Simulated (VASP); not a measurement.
Here is a VASP 6.6.1 calculation.

The input INCAR:

```
SYSTEM = Yb
  PREC = Accurate
  ENCUT = 520
  EDIFF = 1E-6
  ISMEAR = 0
  SIGMA = 0.15
  LREAL = .FALSE.
  LASPH = .TRUE.
  NELM = 60
  ALGO = Fast
  ISIF = 2
  LWAVE = .FALSE.
  LCHARG = .FALSE.
  GGA = PE
  NBANDS = 18
```

The input KPOINTS:

```
Automatic mesh
0
G
  16 16 16
  0 0 0
```

The input POSCAR:

```
Yb
1.0
    0.0000000000      2.5402033441      2.5402033441
    2.5402033441      0.0000000000      2.5402033441
    2.5402033441      2.5402033441      0.0000000000
Yb
1
Direct
    0.0000000000      0.0000000000      0.0000000000
```

Potentials or basis: VASP PAW PBE potentials, release 64 (Yb).

Run with:

```bash
$ cat potpaw_PBE.64/Yb/POTCAR > POTCAR
$ mpirun -np 1 vasp_std > vasp.out
```

Problem. Estimate the pressure.

Solution. 1.6 GPa.

Problem. Estimate the band gap on the k mesh.

Solution. Zero (band 12 reaches 1.90 eV, above the bottom of band 13 at 1.83 eV).

Caveat: spin-orbit coupling is left out, which moves the levels of the heavy elements. Spin polarisation is off, so any magnetic state and its effect on volume and gap are missing.
